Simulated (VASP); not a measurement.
CaO:

```
Ca O
1.0
     0.01950    2.41705    2.41705
     2.41705    0.01950    2.41705
     2.41705    2.41705    0.01950
Ca O
1 1
Direct
  0.00000 0.00000 0.00000
  0.50000 0.50000 0.50000
```

This cell differs from its parent crystal: strain along [111] +1.2%.

Base run:

```yaml
Program: VASP 6.6.1
Functional: r2SCAN
Potentials_or_basis: VASP PAW PBE potentials, release 64 (Ca_sv, O)
Cutoff: 520 eV
k_mesh: 10 × 10 × 10
Occupations: gaussian, width 0.01 eV
Spin: no spin polarisation
```

Its results: band gap on the k mesh 4.18 eV (least direct gap 4.55 eV); pressure -0.4 GPa.

Question: The run is repeated on the same cell with these changes: functional from r2SCAN to PBE; occupations from gaussian, width 0.01 eV to fermi-dirac, width 0.02 eV. What comes out?

Answer: Band gap on the k mesh 3.62 eV (least direct gap 3.99 eV); pressure 1.6 GPa.

Caveats: the PAW data sets were made with another functional, which shifts forces and pressure a little (at least some runs).

A k mesh can miss the band edges.
